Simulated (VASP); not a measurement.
# LiF: single point with LDA

The system is LiF.

```
Li F
1.0
     3.01503    0.00000    0.00000
    -1.50751    2.61109    0.00000
     0.00000    0.00000    4.80732
Li F
2 2
Cartesian
  0.0000 1.7407 1.8323
  1.5075 0.8704 4.2360
  0.0000 1.7407 4.7777
  1.5075 0.8704 2.3741
```

This cell differs from its parent crystal: strain -0.015 along x and y, +0.000 along z.

```yaml
Program: VASP 6.6.1
Task: single point
Functional: LDA
Potentials_or_basis: VASP PAW LDA potentials, release 64 (Li_sv, F)
Cutoff: 520 eV
k_mesh: 9 × 9 × 6
Occupations: gaussian, width 0.05 eV
Spin: no spin polarisation
```

```json
{
  "Largest force": "0.065 eV/Å",
  "Band gap on the k mesh": "7.77 eV"
}
```

Forces on the atoms (eV/Å):
```
Li   0.000  0.000 -0.065
Li   0.000  0.000 -0.065
F    0.000  0.000  0.065
F    0.000  0.000  0.065
```

Levels at points of the mesh, in eV from the valence-band top:
```tsv
k point	band 7	band 8	band 9	band 10	band 11	band 12	band 13	band 14
(0.00, 0.00, 0.00)	-0.46	-0.14	-0.14	0.00	7.77	11.94	15.36	18.63
(0.00, 0.00, 0.50)	-0.30	-0.30	-0.30	-0.30	9.46	9.46	17.52	17.52
```

It took 18 s on 1 thread of AMD EPYC 7R13 (shared host), peak memory 0.12 GiB.

Caveat: the cell differs from its parent crystal (strain -0.015 along x and y, +0.000 along z); an odd mesh through Γ misses points on the zone boundary, where band edges can lie.
